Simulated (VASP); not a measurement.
Crystal: PtF2.

```
Pt F
1.0
     2.86199   -3.23702    0.00000
     2.86199    3.23702    0.00000
     0.00000    0.00000    3.12152
Pt F
1 2
Cartesian
  2.8620 0.0000 1.5608
  4.1452 0.0000 0.0000
  1.5788 0.0000 0.0000
```

Base run:

```yaml
Program: VASP 6.6.1
Functional: PBE
Potentials_or_basis: VASP PAW PBE potentials, release 64 (Pt_sv_GW, F)
Cutoff: 600 eV
k_mesh: 4 × 4 × 6
Occupations: gaussian, width 0.1 eV
Spin: no spin polarisation
```

Its results: band gap on the k mesh 1.18 eV, indirect (least direct gap 1.30 eV); pressure 0.0 GPa; largest force 0.073 eV/Å.

Question: The run is repeated on the same cell with these changes: potentials or basis from VASP PAW PBE potentials, release 64 (Pt_sv_GW, F) to VASP PAW PBE potentials, release 64 (Pt, F); cutoff from 600 eV to 520 eV; further incar settings from ALGO = Normal; EDIFF = 1e-06; NBANDS = 23 to ALGO = Normal; EDIFF = 1e-06; NBANDS = 19; valence electrons from 32 to 24. What comes out?

Answer: Band gap on the k mesh 1.10 eV, indirect (least direct gap 1.21 eV); pressure 0.4 GPa; largest force 0.106 eV/Å.

Caveats: spin-orbit coupling is left out, which moves the levels of the heavy elements.

A k mesh can miss the band edges.
